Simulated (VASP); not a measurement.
Set up this calculation in VASP 6.6.1, as the native input.

```
Task                   : relaxation of cell and atoms
Functional             : PBE
Potentials or basis    : VASP PAW PBE potentials, release 64 (Ta_pv, H)
Cutoff                 : 600 eV
k mesh                 : 12 × 12 × 12
Occupations            : gaussian, width 0.1 eV
Spin                   : no spin polarisation
Dipole correction      : no
Further INCAR settings : ALGO = Normal; EDIFF = 1e-06; IBRION = 2; EDIFFG = -0.01; NSW = 100; ISIF = 3
```

The structure of TaH5 lies in POSCAR:

```
TaH5
1.0
    2.5399621717      1.4664478435      2.0148700992
   -2.5399621717      1.4664478435      2.0148700992
    0.0000000000     -2.9328956871      2.0148700992
Ta H
1 5
Direct
    0.6907158516      0.6907158516      0.6907158516
    0.5755922308      0.1803405857      0.5755922308
    0.5755922308      0.5755922308      0.1803405857
    0.1803405857      0.5755922308      0.5755922308
    0.1417281651      0.1417281651      0.1417281651
    0.0102824261      0.0102824261      0.0102824261
```

The cell was built from a structure type or drawn by symmetry, and may not be a known phase.

One way to write it, as run:

INCAR

```
SYSTEM = TaH5
  PREC = Accurate
  ENCUT = 600
  EDIFF = 1E-6
  ISMEAR = 0
  SIGMA = 0.1
  LREAL = .FALSE.
  LASPH = .TRUE.
  NELM = 80
  ALGO = Normal
  ISIF = 3
  LWAVE = .FALSE.
  LCHARG = .FALSE.
  GGA = PE
  IBRION = 2
  NSW = 100
  EDIFFG = -0.01
```

KPOINTS

```
regular mesh
0
G
  12 12 12
  0 0 0
```

Potentials or basis: VASP PAW PBE potentials, release 64 (Ta_pv, H).

Launch:

```bash
$ cat potpaw_PBE.64/Ta_pv/POTCAR potpaw_PBE.64/H/POTCAR > POTCAR
$ mpirun -np 1 vasp_std > vasp.out
```

Results of the run:

- Relaxed volume: 7.56 Å³/atom
- Relaxed cell: a = 3.566 Å, b = 3.566 Å, c = 3.566 Å, α = 91.16°, β = 91.16°, γ = 91.16°
- Space group after relaxing (to 0.1 Å): R3m (No. 160)
- Energy gained by relaxing: 0.2 meV/atom
- Ionic steps: 13
- Pressure after relaxing: 0.0 GPa
- Largest force after relaxing: 0.006 eV/Å
- Band gap on the k mesh: zero (bands 8 and 9 overlap by 1.79 eV)

Caveat: spin-orbit coupling is left out, which moves the levels of the heavy elements.

Wall time 3 min on 1 thread of AMD EPYC 9R45 96-Core Processor (Zen 5) (shared host), peak memory 0.24 GiB.
